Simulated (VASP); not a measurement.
Here is a VASP 6.6.1 calculation.

File INCAR:

```
SYSTEM = MgBeS3
PREC     = Accurate       ! precision mode
ENCUT    = 520            ! plane-wave cutoff, eV
EDIFF    = 1E-6           ! SCF threshold, eV
ISMEAR   = 0              ! smearing method
SIGMA    = 0.01           ! smearing width, eV
LREAL    = .FALSE.        ! projectors in reciprocal space
LASPH    = .TRUE.         ! aspherical terms in the spheres
NELM     = 60             ! most SCF steps
ALGO     = Normal         ! electronic algorithm
ISIF     = 2              ! what is computed and relaxed
LWAVE    = .FALSE.        ! write WAVECAR
LCHARG   = .TRUE.         ! write CHGCAR
GGA      = PE             ! functional
LELF     = .TRUE.         ! ELF
LVHAR    = .TRUE.       
NBANDS   = 33             ! bands
```

KPOINTS

```
Automatic mesh
0
G
  12 12 4
  0 0 0
```

File POSCAR:

```
MgBeS3
1.0
    3.7607716987      0.0000000000      0.0000000000
   -1.8803858493      3.2569238289      0.0000000000
    0.0000000000      0.0000000000     14.9252470806
Mg Be S
2 2 6
Direct
    0.3333333333      0.6666666667      0.8436985655
    0.6666666667      0.3333333333      0.1563014345
    0.3333333333      0.6666666667      0.3784382917
    0.6666666667      0.3333333333      0.6215617083
    0.0000000000      0.0000000000      0.0697707022
    0.0000000000      0.0000000000      0.9302292978
    0.3333333333      0.6666666667      0.2488377897
    0.6666666667      0.3333333333      0.7511622103
    0.0000000000      0.0000000000      0.4259219893
    0.0000000000      0.0000000000      0.5740780107
```

Potentials or basis: VASP PAW PBE potentials, release 64 (Mg, Be, S).

The run is started by

```console
$ cat potpaw_PBE.64/Mg/POTCAR potpaw_PBE.64/Be/POTCAR potpaw_PBE.64/S/POTCAR > POTCAR
$ mpirun -np 1 vasp_std > vasp.out
```

(1) Predict the largest force.

(2) Predict the pressure.

(3) What does it give for the band gap on the k mesh?

Answers

(1) 0.094 eV/Å.

(2) -0.2 GPa.

(3) 0.15 eV, indirect (least direct gap 0.18 eV).
